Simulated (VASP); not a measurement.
# CdSe (Pmmm) in VASP: relaxation of cell and atoms with PBE

Aim: the relaxation of cell and atoms of CdSe with PBE.

Everything below comes from runs of VASP 6.6.1. Logs are shortened: lines on timing, memory, paths and dates and some standing lists are left out, and cuts for length are marked.

## (1) The cell of the first run

The structure is orthorhombic, space group Pmmm (No. 47). Conventional cell: a = 4.095 Å, b = 4.360 Å, c = 10.339 Å, α = 90.00°, β = 90.00°, γ = 90.00°. Within 3.6 Å of Cd (site symmetry mm2) lie 4 Se at 2.68 to 2.71 Å and 1 Cd at 3.54 Å. Cd (site symmetry mmm) has 4 Se at 2.75 Å within 3.6 Å. Se (site symmetry mm2) has 4 Cd at 2.68 to 2.75 Å within 3.5 Å. Se (site symmetry mmm) has 4 Cd at 2.71 Å within 3.6 Å.

The cell was built from a structure type or drawn by symmetry, and may not be a known phase.

## (2) Relaxation of cell and atoms, PBE

File INCAR:

```
PREC = Accurate
ENCUT = 600
EDIFF = 1E-7
ISMEAR = 0
SIGMA = 0.1
LREAL = False
LASPH = True
NELM = 80
ALGO = Fast
ISIF = 3
LWAVE = False
LCHARG = False
GGA = PE
IBRION = 2
NSW = 100
EDIFFG = -0.01
KPAR = 4
```

File KPOINTS:

```
Automatic mesh
0
Gamma
  10 10 4
```

File POSCAR:

```
CdSe
1.0
    4.0947749172      0.0000000000      0.0000000000
    0.0000000000      4.3599353716      0.0000000000
    0.0000000000      0.0000000000     10.3389803491
Cd Se
3 3
Direct
    0.5000000000      0.5000000000      0.1711040177
    0.5000000000      0.5000000000      0.8288959823
    0.0000000000      0.0000000000      0.5000000000
    0.5000000000      0.0000000000      0.3223042741
    0.0000000000      0.5000000000      0.0000000000
    0.5000000000      0.0000000000      0.6776957259
```

Potentials or basis: VASP PAW PBE potentials, release 64 (Cd, Se).

Launch:

```bash
> cat potpaw_PBE.64/Cd/POTCAR potpaw_PBE.64/Se/POTCAR > POTCAR
> mpirun -np 4 vasp_std > vasp.out
```

OUTCAR:

```text
PREC = Accurate
   ENCUT = 600
   EDIFF = 1E-7
   ISMEAR = 0
   LREAL = False
   LASPH = True
   NELM = 80
   ISIF = 3
   GGA = PE
   IBRION = 2
   NSW = 100
   EDIFFG = -0.01

 ion  position               nearest neighbor table
   1  0.500  0.500  0.171-   4 2.68   4 2.68   5 2.71   5 2.71   2 3.54
   2  0.500  0.500  0.829-   6 2.68   6 2.68   5 2.71   5 2.71   1 3.54
   3  0.000  0.000  0.500-   4 2.75   6 2.75   4 2.75   6 2.75
   4  0.500  0.000  0.322-   1 2.68   1 2.68   3 2.75   3 2.75
   5  0.000  0.500  0.000-   1 2.71   2 2.71   1 2.71   2 2.71
   6  0.500  0.000  0.678-   2 2.68   2 2.68   3 2.75   3 2.75

  LATTYP: Found a simple orthorhombic cell.
 ALAT       =     4.0947749172
 B/A-ratio  =     1.0647558070
 C/A-ratio  =     2.5249203090

  Lattice vectors:

 A1 = (   4.0947749172,   0.0000000000,   0.0000000000)
 A2 = (   0.0000000000,   4.3599353716,   0.0000000000)
 A3 = (   0.0000000000,   0.0000000000,  10.3389803491)

Analysis of symmetry for initial positions (statically):
=====================================================================
 Subroutine PRICEL returns:
 Original cell was already a primitive cell.

 Routine SETGRP: Setting up the symmetry group for a
 simple orthorhombic supercell.

 Subroutine GETGRP returns: Found  8 space group operations
 (whereof  8 operations were pure point group operations)
 out of a pool of  8 trial point group operations.

The static configuration has the point symmetry D_2h.

Analysis of symmetry for dynamics (positions and initial velocities):
=====================================================================
 Subroutine PRICEL returns:
 Original cell was already a primitive cell.

 Routine SETGRP: Setting up the symmetry group for a
 simple orthorhombic supercell.

 Subroutine GETGRP returns: Found  8 space group operations
 (whereof  8 operations were pure point group operations)
 out of a pool of  8 trial point group operations.

The dynamic configuration has the point symmetry D_2h.

 Subroutine INISYM returns: Found  8 space group operations
 (whereof  8 operations are pure point group operations),
 and found     1 'primitive' translations

----------------------------------------------------------------------------------------

                                     Primitive cell

  volume of cell :     184.5813

[... 103 lines left out ...]
   ISYM   =      2    0-nonsym 1-usesym 2-fastsym
   POTIM  = 0.5000    time-step for ionic-motion
   TEBEG  =    0.0;   TEEND  =   0.0 temperature during run
   PSTRESS=    0.0 pullay stress
   NELECT =      54.0000    total number of electrons
   NUPDOWN=      -1.0000    fix difference up-down
   EMIN   =  10.00;   EMAX   =-10.00  energy-range for DOS
   EFERMI =   0.00;   METHOD = LEGACY
   ISMEAR =     0;   SIGMA  =   0.10  broadening in eV -4-tet -1-fermi 0-gaus
   EFERMI_NEDOS =   21; number of points for ismear=-14 and -15
   IALGO  =     68    algorithm
   IMIX   =      4    mixing-type and parameters
     AMIX     =   0.40;   BMIX     =  1.00
     AMIX_MAG =   1.60;   BMIX_MAG =  1.00
  volume/ion in A,a.u.               =      30.76       207.60
  Fermi-wavevector in a.u.,A,eV,Ry     =   1.086785  2.053725 16.069852  1.181101
  Thomas-Fermi vector in A             =   2.222929
   LORBIT       =      0    0 simple, 1 ext, 2 COOP (PROOUT), +10 PAW based schemes
   GGA     = PE    functional components
   LHFCALC =     F    Hartree Fock is set to
   AEXX    =    0.0000 exact exchange contribution
   IVDW    =     0    specifies the selected vdW correction
   LEPSILON=     F    determine dielectric tensor
   LRPA    =     F    only Hartree local field effects (RPA)
 conjugate gradient relaxation of ions
 non-spin polarized calculation
 RMM-DIIS sequential band-by-band and
 Gauss-broadening in eV      SIGMA  =   0.10
  energy-cutoff  :      600.00
  volume of cell :      184.58
 maximum number of plane-waves:      6220
 NGX is ok and might be reduce to    36
   NGX = 17   NGY = 17   NGZ = 41

--------------------------------------- Ionic step        1  -------------------------------------------

 number of electron      53.9999989 magnetization

 Free energy of the ion-electron system (eV)
  ---------------------------------------------------
  ext. energy  EPLUGINS =         0.00000000
  ---------------------------------------------------
  free energy    TOTEN  =       -15.28646204 eV

  energy without entropy =      -15.28508519  energy(sigma->0) =      -15.28577361

------------------------ aborting loop because EDIFF is reached ----------------------------------------

  FORCE on cell =-STRESS in cart. coord.  units (eV):
  Direction    XX          YY          ZZ          XY          YZ          ZX
  --------------------------------------------------------------------------------------
  -------------------------------------------------------------------------------------
  Total       -0.1936972      0.1572749      0.0764805     -0.0000000      0.0000000      0.0000000
  in kB       -1.6813039      1.3651553      0.6638550     -0.0000000      0.0000000      0.0000000
  external PRESSURE =       0.1159021 kB  Pullay stress =       0.0000000 kB
[... 107 lines left out ...]
--------------------------------------- Ionic step        4  -------------------------------------------

 number of electron      53.9999989 magnetization

 Free energy of the ion-electron system (eV)
  ---------------------------------------------------
  ext. energy  EPLUGINS =         0.00000000
  ---------------------------------------------------
  free energy    TOTEN  =       -15.28700650 eV

  energy without entropy =      -15.28570181  energy(sigma->0) =      -15.28635416

 E-fermi :   0.9643     XC(G=0):  -8.4805

 val. band max:        0.8887238924   @ k =   0.5000   0.0000   0.5000
 cond. band min:       1.0001995038   @ k =   0.0000   0.1000   0.0000
 fundamental gap:      0.1114756114
 Fermi energy:         0.9643007457

 k-point     1 :       0.0000    0.0000    0.0000
  band No.  band energies     occupation
      1     -12.0124      2.00000
      2     -11.5959      2.00000
      3     -11.3321      2.00000
      4      -7.6934      2.00000
      5      -7.6658      2.00000
      6      -7.5459      2.00000
[... 829 lines left out ...]
     31       4.6226      0.00000
     32       5.2444      0.00000

 [... further k-points ...]

------------------------ aborting loop because EDIFF is reached ----------------------------------------

  FORCE on cell =-STRESS in cart. coord.  units (eV):
  Direction    XX          YY          ZZ          XY          YZ          ZX
  --------------------------------------------------------------------------------------
  -------------------------------------------------------------------------------------
  Total       -0.0181275     -0.0345283      0.0081901      0.0000000      0.0000000      0.0000000
  in kB       -0.1572003     -0.2994265      0.0710237      0.0000000      0.0000000      0.0000000
  external PRESSURE =      -0.1285344 kB  Pullay stress =       0.0000000 kB
[... 21 lines left out ...]
  FREE ENERGIE OF THE ION-ELECTRON SYSTEM (eV)
  ---------------------------------------------------
  free  energy   TOTEN  =       -15.2870065036 eV

  energy  without entropy=      -15.2857018098  energy(sigma->0) =      -15.28635416

 reached required accuracy - stopping structural energy minimisation
```

CONTCAR:

```text
CdSe
   1.00000000000000
     4.0873529260887027   -0.0000000000000000    0.0000000000000000
    -0.0000000000000000    4.3658398048087630    0.0000000000000000
     0.0000000000000000    0.0000000000000000   10.3534712793452055
  Cd              Se
     3     3
Direct
     0.5000000000000000    0.5000000000000000    0.1707676744225630
     0.5000000000000000    0.5000000000000000    0.8292323255774369
     0.0000000000000000    0.0000000000000000    0.5000000000000000
     0.5000000000000000    0.0000000000000000    0.3223370797138440
     0.0000000000000000    0.5000000000000000    0.0000000000000000
     0.5000000000000000    1.0000000000000000    0.6776629202861560

  0.00000000E+00  0.00000000E+00  0.00000000E+00
  0.00000000E+00  0.00000000E+00  0.00000000E+00
  0.00000000E+00  0.00000000E+00  0.00000000E+00
  0.00000000E+00  0.00000000E+00  0.00000000E+00
  0.00000000E+00  0.00000000E+00  0.00000000E+00
  0.00000000E+00  0.00000000E+00  0.00000000E+00
```

It took 17 min on 4 MPI ranks of Oxide Virtual Turin-like, shared host; peak memory 0.81 GiB.

Results:

| Quantity | Value |
| --- | --- |
| Free energy | -15.2870 eV |
| Relaxed volume | 30.79 Å³/atom |
| Relaxed cell | a = 4.087 Å, b = 4.366 Å, c = 10.353 Å, α = 90.00°, β = 90.00°, γ = 90.00° |
| Space group after relaxing (to 0.1 Å) | Pmmm (No. 47) |
| Energy gained by relaxing | 0.1 meV/atom |
| Ionic steps | 4 |
| Pressure after relaxing | 0.0 GPa |
| Largest force after relaxing | 0.008 eV/Å |
| Band gap on the k mesh | zero (bands 27 and 28 overlap by 0.27 eV) |

Forces on the atoms (eV/Å):
```
Cd   0.000  0.000 -0.005
Cd   0.000  0.000  0.005
Cd   0.000  0.000  0.000
Se   0.000  0.000 -0.008
Se   0.000  0.000  0.000
Se   0.000  0.000  0.008
```

The path:
```
step  energy change (eV)  largest force (eV/Å)  pressure (GPa)  volume (Å³)
   1              0.0000                0.0537            0.01       184.58
   2             -0.0005                0.0116            0.02       184.64
   3             -0.0005                0.0155            0.02       184.65
   4             -0.0005                0.0077           -0.01       184.75
```

Final structure:
```
Cd Se
1.0
     4.08735    0.00000    0.00000
     0.00000    4.36584    0.00000
     0.00000    0.00000   10.35347
Cd Se
3 3
Direct
  0.50000 0.50000 0.17077
  0.50000 0.50000 0.82923
  0.00000 0.00000 0.50000
  0.50000 0.00000 0.32234
  0.00000 0.50000 0.00000
  0.50000 0.00000 0.67766
```

Levels at points of the mesh, in eV from the Fermi level:
```csv
k point,band 23,band 24,band 25,band 26,band 27,band 28,band 29,band 30,band 31,band 32
"(0.00, 0.00, 0.00)",-1.43,-0.93,-0.84,-0.61,-0.52,-0.34,2.42,2.48,3.28,4.84
"(0.50, 0.00, 0.00)",-2.05,-1.82,-1.42,-1.27,-0.08,1.32,1.90,2.54,4.41,5.04
"(0.00, 0.50, 0.00)",-1.73,-1.57,-1.45,-0.97,-0.34,0.60,2.14,2.99,4.40,4.76
"(0.50, 0.50, 0.00)",-2.91,-2.85,-2.24,-1.18,-1.09,1.32,1.88,2.48,3.44,4.05
"(0.00, 0.00, 0.50)",-1.73,-1.69,-1.34,-0.25,-0.21,1.05,1.15,2.94,3.44,4.73
"(0.50, 0.00, 0.50)",-2.28,-1.37,-1.33,-0.87,-0.08,0.79,1.89,3.25,3.72,4.79
"(0.00, 0.50, 0.50)",-2.15,-1.45,-0.97,-0.83,-0.34,1.57,1.75,1.95,4.91,5.06
"(0.50, 0.50, 0.50)",-2.86,-2.80,-2.25,-1.32,-1.05,1.56,1.63,2.36,2.89,4.25
```

Caveat: semilocal functionals underestimate gaps, so a narrow gap can read as zero.
